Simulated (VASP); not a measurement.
Ir:

```xyz
1
Lattice="0.0000 1.9156 1.9156 1.9156 0.0000 1.9156 1.9156 1.9156 0.0000" Properties=species:S:1:pos:R:3 pbc="T T T"
Ir    0.0000    0.0000    0.0000
```

```yaml
Program: VASP 6.6.1
Task: relaxation of cell and atoms
Functional: r2SCAN
Potentials_or_basis: VASP PAW PBE potentials, release 64 (Ir)
Cutoff: 600 eV
k_mesh: 24 × 24 × 24
Occupations: fermi-dirac, width 0.1 eV
Spin: no spin polarisation
```

At the start: pressure 6.9 GPa; volume 14.06 Å³/atom.

Question: How do energy, volume and symmetry change on relaxing?

Answer: Over 4 steps the energy falls by 5.2 meV/atom and the volume is 14.31 Å³/atom (+1.8 %); space group Fm-3m (No. 225, to 0.1 Å) before and after.

Step by step:
| step | energy change (eV) | largest force (eV/Å) | pressure (GPa) | volume (Å³) |
| --- | --- | --- | --- | --- |
| 1 | 0.0000 | 0.0000 | 6.88 | 14.06 |
| 2 | 0.0687 | 0.0000 | -21.62 | 15.32 |
| 3 | -0.0052 | 0.0000 | -0.19 | 14.31 |
| 4 | -0.0052 | 0.0000 | 0.00 | 14.31 |

Final structure:
```
CELL_PARAMETERS angstrom
0.00000 1.92680 1.92680
1.92680 0.00000 1.92680
1.92680 1.92680 0.00000
ATOMIC_POSITIONS crystal
Ir 0.00000 0.00000 0.00000
```

Caveat: the PAW data sets were made with another functional, which shifts forces and pressure a little.
